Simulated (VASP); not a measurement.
# KF (Fm-3m) in VASP: a series of runs, part 2 of 2

VASP 6.6.1. The steps go on from the part before.

**3. Electric field gradients, PBE (volume scaled by 1.03)**

File INCAR:

```
SYSTEM = KF
  PREC = Accurate
  ENCUT = 520
  EDIFF = 1E-8
  ISMEAR = -1
  SIGMA = 0.01
  LREAL = .False.
  LASPH = .True.
  NELM = 80
  ALGO = Normal
  ISIF = 2
  LWAVE = .False.
  LCHARG = .False.
  GGA = PE
  LEFG = .True.
  NBANDS = 15
```

File KPOINTS:

```
regular mesh
0
Gamma
  9 9 9
  0 0 0
```

File POSCAR:

```
KF
1.0
    0.0000000000      2.6999720186      2.6999720186
    2.6999720186      0.0000000000      2.6999720186
    2.6999720186      2.6999720186      0.0000000000
K F
1 1
Direct
    0.0000000000      0.0000000000      0.0000000000
    0.5000000000      0.5000000000      0.5000000000
```

Potentials or basis: VASP PAW PBE potentials, release 64 (K_sv, F).

Started as:

```console
> cat potpaw_PBE.64/K_sv/POTCAR potpaw_PBE.64/F/POTCAR > POTCAR
> mpirun -np 1 vasp_std > vasp.out
```

OUTCAR:

```text
SYSTEM = KF
   PREC = Accurate
   ENCUT = 520
   EDIFF = 1E-8
   ISMEAR = -1
   LREAL = .False.
   LASPH = .True.
   NELM = 80
   ISIF = 2
   GGA = PE

 ion  position               nearest neighbor table
   1  0.000  0.000  0.000-   2 2.70   2 2.70   2 2.70   2 2.70   2 2.70   2 2.70
   2  0.500  0.500  0.500-   1 2.70   1 2.70   1 2.70   1 2.70   1 2.70   1 2.70

  LATTYP: Found a face centered cubic cell.
 ALAT       =     5.3999440372

  Lattice vectors:

 A1 = (   0.0000000000,   2.6999720186,   2.6999720186)
[... 644 lines left out ...]
  ---------------------------------------------------
  free  energy   TOTEN  =        -8.2981988952 eV

  energy  without entropy=       -8.2981988952  energy(sigma->0) =       -8.29819890

 Electric field gradients (V/A^2)
---------------------------------------------------------------------
 ion       V_xx      V_yy      V_zz      V_xy      V_xz      V_yz
---------------------------------------------------------------------
   1       0.000    -0.000    -0.000     0.000     0.000     0.000
   2       0.000     0.000     0.000     0.008     0.008     0.008
---------------------------------------------------------------------

 Electric field gradients after diagonalization (V/A^2)
 (convention: |V_zz| > |V_xx| > |V_yy|)
----------------------------------------------------------------------
 ion       V_xx      V_yy      V_zz     asymmetry (V_yy - V_xx)/ V_zz
----------------------------------------------------------------------
   1      -0.000    -0.000     0.000       0.000
   2      -0.008    -0.008     0.017       0.000
----------------------------------------------------------------------

           NMR quadrupolar parameters

 Cq : quadrupolar parameter    Cq=e*Q*V_zz/h
 eta: asymmetry parameters     (V_yy - V_xx)/ V_zz
 Q  : nuclear electric quadrupole moment in mb (millibarn)
----------------------------------------------------------------------
 ion       Cq(MHz)       eta       Q (mb)
----------------------------------------------------------------------
   1       0.000       0.000       1.000
   2       0.000       0.000       1.000
----------------------------------------------------------------------
```

stdout:

```text
POSCAR found type information on POSCAR K F
 POSCAR found :  2 types and       2 ions
 scaLAPACK will be used
 LDA part: xc-table for (Slater+PW92), standard interpolation
 POSCAR, INCAR and KPOINTS ok, starting setup
 FFT: planning ... GRIDC
 FFT: planning ... GRID_SOFT
 FFT: planning ... GRID
 WAVECAR not read
 entering main loop
ion   1

ion   2
```

Run time: 48 s. Hardware: 1 thread of AMD EPYC 7R13, shared host; peak memory 0.13 GiB.

Results:

```
Free energy            : -8.2982 eV
Pressure               : 0.4 GPa
Band gap on the k mesh : 6.00 eV, direct
```

Levels at points of the mesh, in eV from the valence-band top:
```
           k point  band 4  band 5  band 6  band 7  band 8  band 9  band 10  band 11  band 12  band 13
(0.00, 0.00, 0.00)   -9.50   -9.50    0.00    0.00    0.00    6.00    10.59    10.59    10.59    12.22
```

Caveat: without QUAD_EFG the Cq values of the log hold for a quadrupole moment of 1 mb, not for the nuclei. A k mesh can miss the band edges.

**4. Electric field gradients, PBE (volume scaled by 1.06)**

File INCAR:

```
ALGO = Normal ; EDIFF = 1E-8
ENCUT = 520 ; GGA = PE
ISIF = 2 ; ISMEAR = -1
LASPH = True ; LCHARG = False
LEFG = True ; LREAL = False
LWAVE = False ; NBANDS = 15
NELM = 80 ; PREC = Accurate
SIGMA = 0.01
```

File KPOINTS:

```
k-points
0
Gamma
  9 9 9
```

File POSCAR:

```
KF
1.0
    0.0000000000      2.7259348808      2.7259348808
    2.7259348808      0.0000000000      2.7259348808
    2.7259348808      2.7259348808      0.0000000000
K F
1 1
Direct
    0.0000000000      0.0000000000      0.0000000000
    0.5000000000      0.5000000000      0.5000000000
```

Potentials or basis: VASP PAW PBE potentials, release 64 (K_sv, F).

Started as:

```console
> cat potpaw_PBE.64/K_sv/POTCAR potpaw_PBE.64/F/POTCAR > POTCAR
> mpirun -np 1 vasp_std > vasp.out
```

OUTCAR:

```text
EDIFF = 1E-8
   ENCUT = 520
   GGA = PE
   ISIF = 2
   ISMEAR = -1
   LASPH = True
   LREAL = False
   NELM = 80
   PREC = Accurate

 ion  position               nearest neighbor table
   1  0.000  0.000  0.000-   2 2.73   2 2.73   2 2.73   2 2.73   2 2.73   2 2.73
   2  0.500  0.500  0.500-   1 2.73   1 2.73   1 2.73   1 2.73   1 2.73   1 2.73

  LATTYP: Found a face centered cubic cell.
 ALAT       =     5.4518697616

  Lattice vectors:

 A1 = (   0.0000000000,   2.7259348808,   2.7259348808)
 A2 = (   2.7259348808,   0.0000000000,   2.7259348808)
 A3 = (   2.7259348808,   2.7259348808,   0.0000000000)

Analysis of symmetry for initial positions (statically):
=====================================================================
 Subroutine PRICEL returns:
 Original cell was already a primitive cell.

 Routine SETGRP: Setting up the symmetry group for a
 face centered cubic supercell.

[... 621 lines left out ...]
      direct lattice vectors                 reciprocal lattice vectors
     0.000000000  2.725934881  2.725934881    -0.183423310  0.183423310  0.183423310
     2.725934881  0.000000000  2.725934881     0.183423310 -0.183423310  0.183423310
     2.725934881  2.725934881  0.000000000     0.183423310  0.183423310 -0.183423310

 POSITION                                       TOTAL-FORCE (eV/Angst)
 -----------------------------------------------------------------------------------
      0.00000      0.00000      0.00000         0.000000      0.000000      0.000000
      2.72593      2.72593      2.72593        -0.000000     -0.000000     -0.000000
 -----------------------------------------------------------------------------------
    total drift:                                0.000000      0.000000      0.000000

  FREE ENERGIE OF THE ION-ELECTRON SYSTEM (eV)
  ---------------------------------------------------
  free  energy   TOTEN  =        -8.2990771493 eV

  energy  without entropy=       -8.2990771493  energy(sigma->0) =       -8.29907715

 Electric field gradients (V/A^2)
---------------------------------------------------------------------
 ion       V_xx      V_yy      V_zz      V_xy      V_xz      V_yz
---------------------------------------------------------------------
   1      -0.000     0.000    -0.000    -0.000    -0.000    -0.000
   2      -0.000    -0.000    -0.000    -0.002    -0.002    -0.002
---------------------------------------------------------------------

 Electric field gradients after diagonalization (V/A^2)
 (convention: |V_zz| > |V_xx| > |V_yy|)
----------------------------------------------------------------------
 ion       V_xx      V_yy      V_zz     asymmetry (V_yy - V_xx)/ V_zz
----------------------------------------------------------------------
   1       0.000     0.000    -0.000       0.000
   2       0.002     0.002    -0.004       0.000
----------------------------------------------------------------------

           NMR quadrupolar parameters

 Cq : quadrupolar parameter    Cq=e*Q*V_zz/h
 eta: asymmetry parameters     (V_yy - V_xx)/ V_zz
 Q  : nuclear electric quadrupole moment in mb (millibarn)
----------------------------------------------------------------------
 ion       Cq(MHz)       eta       Q (mb)
----------------------------------------------------------------------
   1      -0.000       0.000       1.000
   2      -0.000       0.000       1.000
----------------------------------------------------------------------
```

stdout:

```text
POSCAR found type information on POSCAR K F
 POSCAR found :  2 types and       2 ions
 scaLAPACK will be used
 LDA part: xc-table for (Slater+PW92), standard interpolation
 POSCAR, INCAR and KPOINTS ok, starting setup
 FFT: planning ... GRIDC
 FFT: planning ... GRID_SOFT
 FFT: planning ... GRID
 WAVECAR not read
 entering main loop
ion   1

ion   2
```

Wall time 50 s (1 thread of AMD EPYC 7R13, shared host); peak memory 0.15 GiB.

What came out:

```
Free energy            : -8.2991 eV
Pressure               : -0.5 GPa
Band gap on the k mesh : 5.86 eV, direct
```

Caveat: without QUAD_EFG the Cq values of the log hold for a quadrupole moment of 1 mb, not for the nuclei.

**5. Summary**

| cell | gap on the mesh (eV) | pressure (GPa) |
| --- | --- | --- |
| a = 3.781 Å, angles 60.0°, 2 atoms | 6.16 | 1.4 |
| a = 3.818 Å, angles 60.0°, 2 atoms | 6.00 | 0.4 |
| a = 3.855 Å, angles 60.0°, 2 atoms | 5.86 | -0.5 |

Alike in all rows: task electric field gradients; level PBE; potentials or basis VASP PAW PBE potentials, release 64 (K_sv, F); no spin polarisation; k mesh 9 × 9 × 9; cutoff (eV) 520; smearing fermi-dirac 0.01 eV.

Absolute energies hang on the potentials; compare differences alone.
